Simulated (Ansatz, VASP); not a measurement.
**One calculation of Nb, two programs**

```xyz
1
Lattice="0.0000 1.8201 1.8201 1.8201 0.0000 1.8201 1.8201 1.8201 0.0000" Properties=species:S:1:pos:R:3 pbc="T T T"
Nb    0.0000    0.0000    0.0000
```

Change from the starting cell: volume scaled by 0.68, LAPW.

Alike in both runs: task single point; functional LDA; k mesh 18 × 18 × 18; occupations fermi-dirac, width 0.05 eV; no spin polarisation.

```csv
,VASP,Ansatz
version,VASP 6.6.1,Ansatz 0.2.0
potentials or method,"VASP PAW LDA potentials, release 64 (Nb_sv), cutoff 520 eV","all-electron LAPW, scalar-relativistic"
```

```csv
,VASP,Ansatz,Ansatz less VASP
pressure (GPa),134.7,134.3,-0.44
```

LDA's correlation is that of Perdew and Zunger in VASP and of Perdew and Wang (1992) in Ansatz. Both programs put the cell under a high pressure, so it lies far from rest at this level. Ansatz ran all-electron here, and VASP with PAW potentials.

Noted on VASP's run: the cell as given lies far from equilibrium.
